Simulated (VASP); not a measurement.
Input of a VASP 6.6.1 run:

INCAR

```
SYSTEM = TiSi16
ALGO = Normal
EDIFF = 1E-6
ENCUT = 520
GGA = PE
ISIF = 2
ISMEAR = 0
IVDW = 12
LASPH = .TRUE.
LCHARG = .FALSE.
LREAL = Auto
LWAVE = .FALSE.
NBANDS = 52
NELM = 60
PREC = Accurate
SIGMA = 0.05
```

File KPOINTS:

```
k-points
0
G
  2 2 2
  0 0 0
```

Contents of POSCAR:

```
TiSi16
1.0
    0.0000000000      5.4300000000      5.4300000000
    5.4300000000      0.0000000000      5.4300000000
    5.4300000000      5.4300000000      0.0000000000
Si Ti
16 1
Direct
    0.0131883057     -0.0383796501      0.0112402394
    0.1141340700      0.1175313076      0.1136799263
   -0.0207904236      0.0039605893      0.5076692449
    0.1147272560      0.1173011050      0.6529176796
   -0.0015244936      0.4920272560     -0.0006290976
    0.1356439227      0.5922437385      0.1369015654
   -0.0016326888      0.4921820442      0.5113630755
    0.1180988029      0.6315790976      0.6257347145
    0.5089502762      0.0036830571     -0.0219813996
    0.6541375691      0.1175057090      0.1137769797
    0.5086678637      0.0041024862      0.5075840700
    0.6133488029      0.1606493554      0.6122031308
    0.5104183241      0.4920658379     -0.0006571823
    0.6248891344      0.6312779006      0.1192233886
    0.4890301105      0.5321418969      0.4901888582
    0.6248564457      0.6317058011      0.6257286372
    0.2766533149      0.1712389503      0.2746967772
```

Potentials or basis: VASP PAW PBE potentials, release 64 (Si, Ti_sv).

Run with:

```sh
$ cat potpaw_PBE.64/Si/POTCAR potpaw_PBE.64/Ti_sv/POTCAR > POTCAR
$ mpirun -np 1 vasp_std > vasp.out
```

(1) Predict the largest force.

(2) Predict the dispersion energy per atom.

## Answers

(1) 2.204 eV/Å.

(2) -0.343 eV.

Caveat: the k points lie up to 0.50 Å⁻¹ apart.
